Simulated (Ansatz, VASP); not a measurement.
**Two plane-wave programs on Au**

```
Au
1.0
     0.00000    2.07863    2.07863
     2.07863    0.00000    2.07863
     2.07863    2.07863    0.00000
Au
1
Direct
  0.00000 0.00000 0.00000
```

Alike in both runs: functional PBE; k mesh 17 × 17 × 17; occupations fermi-dirac, width 0.05 eV; no spin polarisation.

Ansatz relaxed the structure, and its values are those at the end. VASP's run is a single point on that final structure, the one shown.

|  | VASP | Ansatz |
| --- | --- | --- |
| version | VASP 6.6.1 | Ansatz 0.2.0 |
| potentials or method | VASP PAW PBE potentials, release 64 (Au) | PAW with Ansatz's default frozen-core files, scalar-relativistic |
| plane-wave cutoff (eV) | 520 | 420 |
| valence electrons in the cell | 11 | 19 |

```csv
,VASP,Ansatz,Ansatz less VASP
pressure (GPa),-0.2,0.0,+0.24
```

VASP's potentials hold 11 valence electrons a cell and Ansatz's 19, so a difference there can come from the potentials and not from the codes.

Neither program's run includes spin-orbit coupling.
